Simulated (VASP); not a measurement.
# VN2 (I4/mcm) in VASP: single point with PBEsol

Aim: the single point of VN2 with PBEsol.

Everything below comes from runs of VASP 6.6.1. Logs are shortened: lines on timing, memory, paths and dates and some standing lists are left out, and cuts for length are marked.

### Step 1. The cell of the first run

It takes space group I4/mcm (No. 140, tetragonal). Conventional cell: a = 4.261 Å, b = 4.261 Å, c = 4.911 Å, α = 90.00°, β = 90.00°, γ = 90.00°. V (site symmetry 422) has 8 N at 2.11 Å and 2 V at 2.46 Å within 2.8 Å. N (site symmetry m2m) has 1 N at 1.38 Å within 1.8 Å.

### Step 2. Single point, PBEsol

The input, POSCAR:

```
VN2
1.0
   -2.1303226045      2.1303226045      2.4552814625
    2.1303226045     -2.1303226045      2.4552814625
    2.1303226045      2.1303226045     -2.4552814625
V N
2 4
Direct
    0.2500000000      0.2500000000      0.0000000000
    0.7500000000      0.7500000000      0.0000000000
    0.1142608421      0.6142608421      0.7285216842
    0.6142608421      0.8857391579      0.5000000000
    0.8857391579      0.3857391579      0.2714783158
    0.3857391579      0.1142608421      0.5000000000
```

The input, INCAR.step1:

```
PREC = Accurate
ENCUT = 520
EDIFF = 1E-6
ISMEAR = 0
SIGMA = 0.1
LREAL = False
LASPH = True
NELM = 60
ALGO = Normal
ISIF = 2
LWAVE = False
LCHARG = True
LMAXMIX = 4
GGA = PS
NBANDS = 32
```

The input, KPOINTS.step1:

```
regular mesh
0
Gamma
  12 12 12
```

The input, INCAR.step2:

```
PREC = Accurate
ENCUT = 520
EDIFF = 1E-6
ISMEAR = -5
SIGMA = 0.1
LREAL = False
LASPH = True
NELM = 60
ALGO = Normal
ISIF = 2
LWAVE = False
LCHARG = False
LMAXMIX = 4
GGA = PS
LORBIT = 11
NBANDS = 32
NEDOS = 2001
ICHARG = 11
```

The input, KPOINTS.step2:

```
regular mesh
0
Gamma
  18 18 18
```

Potentials or basis: VASP PAW PBE potentials, release 64 (V_sv, N).

Launch:

```sh
$ cat potpaw_PBE.64/V_sv/POTCAR potpaw_PBE.64/N/POTCAR > POTCAR
$ cp INCAR.step1 INCAR
$ cp KPOINTS.step1 KPOINTS
$ mpirun -np 1 vasp_std > vasp.out
$ cp INCAR.step2 INCAR
$ cp KPOINTS.step2 KPOINTS
$ mpirun -np 1 vasp_std > vasp.out
```

OUTCAR:

```text
PREC = Accurate
   ENCUT = 520
   EDIFF = 1E-6
   ISMEAR = -5
   LREAL = False
   LASPH = True
   NELM = 60
   ISIF = 2
   GGA = PS
   LORBIT = 11
   ICHARG = 11

 ion  position               nearest neighbor table
   1  0.250  0.250  0.000-   5 2.11   3 2.11   6 2.11   6 2.11   4 2.11   4 2.11   3 2.11   5 2.11
                             2 2.46   2 2.46
   2  0.750  0.750  0.000-   5 2.11   3 2.11   4 2.11   4 2.11   6 2.11   6 2.11   5 2.11   3 2.11
                             1 2.46   1 2.46
   3  0.114  0.614  0.729-   5 1.38   1 2.11   2 2.11   2 2.11   1 2.11
   4  0.614  0.886  0.500-   6 1.38   2 2.11   1 2.11   2 2.11   1 2.11
   5  0.886  0.386  0.271-   3 1.38   2 2.11   1 2.11   2 2.11   1 2.11
   6  0.386  0.114  0.500-   4 1.38   1 2.11   2 2.11   1 2.11   2 2.11

  LATTYP: Found a body centered tetragonal cell.
 ALAT       =     4.2606452090
 C/A-ratio  =     1.1525397408

  Lattice vectors:

 A1 = (  -2.1303226045,   2.1303226045,   2.4552814625)
 A2 = (   2.1303226045,  -2.1303226045,   2.4552814625)
 A3 = (   2.1303226045,   2.1303226045,  -2.4552814625)

Analysis of symmetry for initial positions (statically):
=====================================================================
 Subroutine PRICEL returns:
 Original cell was already a primitive cell.

 Routine SETGRP: Setting up the symmetry group for a
 body centered tetragonal supercell.

 Subroutine GETGRP returns: Found 16 space group operations
 (whereof  8 operations were pure point group operations)
 out of a pool of 16 trial point group operations.

The static configuration has the point symmetry C_4h.
 The point group associated with its full space group is D_4h.

Analysis of symmetry for dynamics (positions and initial velocities):
=====================================================================
 Subroutine PRICEL returns:
 Original cell was already a primitive cell.

 Routine SETGRP: Setting up the symmetry group for a
 body centered tetragonal supercell.

 Subroutine GETGRP returns: Found 16 space group operations
 (whereof  8 operations were pure point group operations)
 out of a pool of 16 trial point group operations.

The dynamic configuration has the point symmetry C_4h.
 The point group associated with its full space group is D_4h.

 Subroutine INISYM returns: Found 16 space group operations
 (whereof  8 operations are pure point group operations),
 and found     1 'primitive' translations

----------------------------------------------------------------------------------------

                                     Primitive cell

  volume of cell :      44.5710
[... 110 lines left out ...]
   NELECT =      46.0000    total number of electrons
   NUPDOWN=      -1.0000    fix difference up-down
   EMIN   =  10.00;   EMAX   =-10.00  energy-range for DOS
   EFERMI =   0.00;   METHOD = LEGACY
   ISMEAR =    -5;   SIGMA  =   0.10  broadening in eV -4-tet -1-fermi 0-gaus
   EFERMI_NEDOS =   21; number of points for ismear=-14 and -15
   IALGO  =     38    algorithm
   IMIX   =      4    mixing-type and parameters
     AMIX     =   0.40;   BMIX     =  1.00
     AMIX_MAG =   1.60;   BMIX_MAG =  1.00
  volume/ion in A,a.u.               =       7.43        50.13
  Fermi-wavevector in a.u.,A,eV,Ry     =   1.654411  3.126384 37.240180  2.737076
  Thomas-Fermi vector in A             =   2.742683
   LORBIT       =     11    0 simple, 1 ext, 2 COOP (PROOUT), +10 PAW based schemes
   GGA     = PS    functional components
   LHFCALC =     F    Hartree Fock is set to
   AEXX    =    0.0000 exact exchange contribution
   IVDW    =     0    specifies the selected vdW correction
   LEPSILON=     F    determine dielectric tensor
   LRPA    =     F    only Hartree local field effects (RPA)
 non-spin polarized calculation
 Fermi weights with tetrahedron method with Bloechl corrections
  energy-cutoff  :      520.00
  volume of cell :       44.57
 maximum number of plane-waves:      1218
 NGX is ok and might be reduce to    30

 number of electron      45.9999998 magnetization

 Free energy of the ion-electron system (eV)
  ---------------------------------------------------
  ext. energy  EPLUGINS =         0.00000000
  ---------------------------------------------------
  free energy    TOTEN  =       -56.98116806 eV

  energy without entropy =      -56.98116806  energy(sigma->0) =      -56.98116806

 E-fermi :  11.9086     XC(G=0): -14.0786

 val. band max:       11.9814843655   @ k =   0.2778   0.2222   0.2222
 cond. band min:      11.8589214798   @ k =   0.5000   0.5000   0.5000
 fundamental gap:     -0.1225628856
 Fermi energy:        11.9086071775

 k-point     1 :       0.0000    0.0000    0.0000
  band No.  band energies     occupation
      1     -53.4641      2.00000
      2     -53.2706      2.00000
      3     -27.7342      2.00000
      4     -27.4287      2.00000
      5     -27.4287      2.00000
      6     -27.4217      2.00000
[... 829 lines left out ...]
     31      14.8241      0.00000
     32      15.9110      0.00000

 [... further k-points ...]
[... 5 lines left out ...]
  --------------------------------------------------------------------------------------
  -------------------------------------------------------------------------------------
  Total        0.3354244      0.3354244     -0.3177789      0.0000000     -0.0000000      0.0000000
  in kB       12.0573876     12.0573876    -11.4230904      0.0000000     -0.0000000      0.0000000
  external PRESSURE =       4.2305616 kB  Pullay stress =       0.0000000 kB

 VOLUME and BASIS-vectors are now :
 -----------------------------------------------------------------------------
  energy-cutoff  :      520.00
  volume of cell :       44.57
      direct lattice vectors                 reciprocal lattice vectors
    -2.130322604  2.130322604  2.455281462     0.000000000  0.234706236  0.203642640
     2.130322604 -2.130322604  2.455281462     0.234706236  0.000000000  0.203642640
     2.130322604  2.130322604 -2.455281462     0.234706236  0.234706236  0.000000000

 POSITION                                       TOTAL-FORCE (eV/Angst)
 -----------------------------------------------------------------------------------
      0.00000      0.00000      1.22764         0.000000      0.000000      0.000000
      0.00000      0.00000      3.68292         0.000000     -0.000000      0.000000
      2.61715      0.48682      0.00000         0.047535      0.047535      0.000000
      1.64350      0.48682      2.45528        -0.047535      0.047535      0.000000
     -0.48682      1.64350      2.45528        -0.047535     -0.047535     -0.000000
      0.48682      1.64350      0.00000         0.047535     -0.047535      0.000000
 -----------------------------------------------------------------------------------
    total drift:                                0.000000     -0.000000      0.000000

  FREE ENERGIE OF THE ION-ELECTRON SYSTEM (eV)
  ---------------------------------------------------
  free  energy   TOTEN  =       -56.9811680574 eV

  energy  without entropy=      -56.9811680574  energy(sigma->0) =      -56.98116806

 total charge

# of ion       s       p       d       tot
------------------------------------------
    1        2.262   6.312   3.177  11.751
    2        2.262   6.312   3.177  11.751
    3        1.244   2.519   0.000   3.763
    4        1.244   2.519   0.000   3.763
    5        1.244   2.519   0.000   3.763
    6        1.244   2.519   0.000   3.763
--------------------------------------------------
tot          9.500  22.700   6.354  38.555
```

OUTCAR.step1:

```text
PREC = Accurate
   ENCUT = 520
   EDIFF = 1E-6
   ISMEAR = 0
   LREAL = False
[... 1082 lines left out ...]
      2.61715      0.48682      0.00000         0.060542      0.060542      0.000000
      1.64350      0.48682      2.45528        -0.060542      0.060542     -0.000000
     -0.48682      1.64350      2.45528        -0.060542     -0.060542     -0.000000
      0.48682      1.64350      0.00000         0.060542     -0.060542      0.000000
 -----------------------------------------------------------------------------------
    total drift:                                0.000000     -0.000000      0.000000

  FREE ENERGIE OF THE ION-ELECTRON SYSTEM (eV)
  ---------------------------------------------------
  free  energy   TOTEN  =       -56.9882305485 eV

  energy  without entropy=      -56.9760541973  energy(sigma->0) =      -56.98214237
```

OSZICAR.step1:

```text
N       E                     dE             d eps       ncg     rms          rms(c)
DAV:   1     0.573329576720E+03    0.57333E+03   -0.26220E+04 10464   0.164E+03
DAV:   2    -0.261351072133E+02   -0.59946E+03   -0.55804E+03 11568   0.517E+02
DAV:   3    -0.678429155225E+02   -0.41708E+02   -0.40653E+02 11720   0.143E+02
DAV:   4    -0.687509877505E+02   -0.90807E+00   -0.90368E+00 13176   0.198E+01
DAV:   5    -0.687658144035E+02   -0.14827E-01   -0.14821E-01 12016   0.235E+00    0.454E+01
DAV:   6    -0.632134529549E+02    0.55524E+01   -0.74982E+01 12512   0.763E+01    0.242E+01
DAV:   7    -0.579803386858E+02    0.52331E+01   -0.32816E+01 11384   0.620E+01    0.189E+01
DAV:   8    -0.569790767978E+02    0.10013E+01   -0.35094E+00 10824   0.182E+01    0.287E+00
DAV:   9    -0.569944516089E+02   -0.15375E-01   -0.19562E-01 12936   0.289E+00    0.998E-01
DAV:  10    -0.569887652993E+02    0.56863E-02   -0.14721E-02 10640   0.126E+00    0.338E-01
DAV:  11    -0.569882883573E+02    0.47694E-03   -0.17073E-03 13200   0.346E-01    0.134E-01
DAV:  12    -0.569882448751E+02    0.43482E-04   -0.34621E-04 11080   0.152E-01    0.438E-02
DAV:  13    -0.569882387094E+02    0.61657E-05   -0.97113E-05 10664   0.112E-01    0.375E-02
DAV:  14    -0.569882309644E+02    0.77450E-05   -0.19894E-05 10840   0.532E-02    0.672E-03
DAV:  15    -0.569882305485E+02    0.41588E-06   -0.83660E-07  5808   0.923E-03
   1 F= -.56988231E+02 E0= -.56982142E+02  d E =-.121764E-01
```

Wall time 4.5 min (1 thread of Intel Xeon 6975P-C (Granite Rapids), shared host); peak memory 0.6 GiB.

What came out:

```yaml
Valence_electrons_inside_the_program's_atomic_spheres: V 11.75; N 3.76
```

Levels at points of the mesh, in eV from the Fermi level:
```tsv
k point	band 21	band 22	band 23	band 24	band 25	band 26
(0.00, 0.00, 0.00)	-2.80	-2.71	-2.71	0.80	0.96	0.96
(0.50, 0.00, 0.00)	-3.31	-3.31	0.17	0.17	0.78	0.78
(0.50, 0.50, 0.00)	-2.92	-2.75	-1.41	0.02	0.84	1.16
(0.50, 0.50, 0.50)	-2.19	-0.28	-0.20	-0.17	-0.05	0.03
```

Caveat: the PAW data sets were made with another functional, which shifts forces and pressure a little; the run has no spin polarisation, though such a crystal can be magnetic.
